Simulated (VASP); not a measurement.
Write the native input for VASP 6.6.1 that does the following.

```
Task                   : single point
Functional             : PBE
Potentials or basis    : VASP PAW PBE potentials, release 64 (Al, Ga_d, P)
Cutoff                 : 520 eV
k mesh                 : 8 × 8 × 4
Occupations            : gaussian, width 0.02 eV
Spin                   : no spin polarisation
Dipole correction      : no
Further INCAR settings : ALGO = Normal; EDIFF = 1e-06; NBANDS = 41
```

The structure of AlGa3P4 lies in POSCAR:

```
AlGa3P4
1.0
    3.8955586410      0.0000000000      0.0000000000
    0.0000000000      3.8955586410      0.0000000000
    0.0000000000      0.0000000000     11.0071309356
Al Ga P
1 3 4
Direct
    0.0000000000      0.0000000000      0.0000000000
    0.5000000000      0.5000000000      0.2500252183
    0.0000000000      0.0000000000      0.5000000000
    0.5000000000      0.5000000000      0.7499747817
    0.5000000000      0.0000000000      0.1244389192
    0.0000000000      0.5000000000      0.3750502457
    0.5000000000      0.0000000000      0.6249497543
    0.0000000000      0.5000000000      0.8755610808
```

The input as run:

INCAR

```
SYSTEM = AlGa3P4
PREC = Accurate
ENCUT = 520
EDIFF = 1E-6
ISMEAR = 0
SIGMA = 0.02
LREAL = .False.
LASPH = .True.
NELM = 100
ALGO = Normal
ISIF = 2
LWAVE = .False.
LCHARG = .False.
GGA = PE
NBANDS = 41
```

KPOINTS

```
regular mesh
0
Gamma
  8 8 4
  0 0 0
```

Potentials or basis: VASP PAW PBE potentials, release 64 (Al, Ga_d, P).

Run with:

```bash
$ cat potpaw_PBE.64/Al/POTCAR potpaw_PBE.64/Ga_d/POTCAR potpaw_PBE.64/P/POTCAR > POTCAR
$ mpirun -np 1 vasp_std > vasp.out
```

It gave:

The pressure is 0.0 GPa, the largest force is 0.004 eV/Å and the band gap on the k mesh is 1.62 eV (least direct gap 1.69 eV).

Run time: 8.2 min on 1 thread of Intel Xeon 8259CL, with other jobs on the host, peak memory 0.41 GiB.
